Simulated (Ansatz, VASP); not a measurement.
# Two plane-wave programs on TiPd

```
Ti Pd
1.0
     3.08369    0.00000    0.00000
     0.00000    3.08369    0.00000
     0.00000    0.00000    3.08369
Ti Pd
1 1
Direct
  0.50000 0.50000 0.50000
  0.00000 0.00000 0.00000
```

Alike in both runs: task single point; functional LDA; k mesh 14 × 14 × 14; occupations fermi-dirac, width 0.15 eV; no spin polarisation.

|  | VASP | Ansatz |
| --- | --- | --- |
| version | VASP 6.6.1 | Ansatz 0.2.0 |
| potentials or method | VASP PAW LDA potentials, release 64 (Ti_sv, Pd), cutoff 520 eV | scalar-relativistic, plane waves, PAW |
| valence electrons in the cell | 22 | 30 |

```csv
,VASP,Ansatz,Ansatz less VASP
gap on the k mesh at the Fermi level (eV),none,none,-
pressure (GPa),4.2,3.8,-0.34
```

LDA's correlation is that of Perdew and Zunger in VASP and of Perdew and Wang (1992) in Ansatz. A gap of «none» marks a metal or a gap that the smearing closes. VASP's potentials hold 22 valence electrons a cell and Ansatz's 30, so a difference there can come from the potentials and not from the codes.
